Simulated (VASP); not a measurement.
Input of a VASP 6.6.1 run:

The input POSCAR:

```
Al
1.0
    2.8642796724      0.0000000000      0.0000000000
   -1.4321398362      2.4805389598      0.0000000000
    0.0000000000      0.0000000000      9.3068752623
Al
4
Direct
    0.6666666667      0.3333333333      0.7500000000
    0.0000000000      0.0000000000      0.5000000000
    0.3333333333      0.6666666667      0.2500000000
    0.0000000000      0.0000000000      0.0000000000
```

The input INCAR.step1:

```
  ALGO = Normal
  EDIFF = 1E-4
  ENCUT = 520
  GGA = PE
  ISMEAR = -1
  LASPH = True
  LCHARG = False
  LREAL = False
  LWAVE = True
  NBANDS = 14
  NELM = 100
  PREC = Accurate
  SIGMA = 0.05
```

INCAR.step2

```
  ALGO = Normal
  EDIFF = 1E-6
  ENCUT = 520
  ISIF = 2
  ISMEAR = -1
  ISTART = 1
  LASPH = True
  LCHARG = False
  LMIXTAU = True
  LREAL = False
  LWAVE = False
  METAGGA = R2SCAN
  NBANDS = 14
  NELM = 100
  PREC = Accurate
  SIGMA = 0.05
```

The input KPOINTS:

```
k-points
0
Gamma
  11 11 3
```

Potentials or basis: VASP PAW PBE potentials, release 64 (Al).

The run is started by

```sh
$ cat potpaw_PBE.64/Al/POTCAR > POTCAR
$ cp INCAR.step1 INCAR
$ mpirun -np 1 vasp_std > vasp.out
$ cp INCAR.step2 INCAR
$ mpirun -np 1 vasp_std > vasp.out
```

Task: What does it give for the band gap on the k mesh?

Result: Zero (bands 6 and 7 overlap by 6.14 eV).

Task: Predict the pressure.

Result: -3.1 GPa.

Stress tensor (GPa, compression positive):
```
-3.77  0.00  0.00
 0.00 -3.77  0.00
 0.00  0.00 -1.85
```

Caveat: the cell stands under tension; the PAW data sets were made with another functional, which shifts forces and pressure a little.
